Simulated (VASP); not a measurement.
Input of a VASP 6.6.1 run:

The input INCAR:

```
PREC = Accurate
ENCUT = 520
EDIFF = 1E-6
ISMEAR = 0
SIGMA = 0.15
LREAL = F
LASPH = T
NELM = 80
ALGO = Fast
ISIF = 2
LWAVE = F
LCHARG = F
GGA = CA
NBANDS = 10
```

KPOINTS

```
regular mesh
0
Gamma
  12 12 12
```

POSCAR

```
Cs
1.0
   -3.0225000000      3.0225000000      3.2643000000
    3.0225000000     -3.0225000000      3.2643000000
    3.0225000000      3.0225000000     -3.2643000000
Cs
1
Direct
    0.0000000000      0.0000000000      0.0000000000
```

Potentials or basis: VASP PAW LDA potentials, release 64 (Cs_sv).

The run is started by

```sh
$ cat potpaw_LDA.64/Cs_sv/POTCAR > POTCAR
$ mpirun -np 1 vasp_std > vasp.out
```

(1) Predict the pressure.

(2) What does it give for the band gap on the k mesh?

## Answers

(1) -0.4 GPa.

(2) zero (an odd number of electrons rules out a gap without spin polarisation).

Caveat: the cell differs from its parent crystal (strain +0.000 along x and y, +0.080 along z); spin-orbit coupling is left out, which moves the levels of the heavy elements.
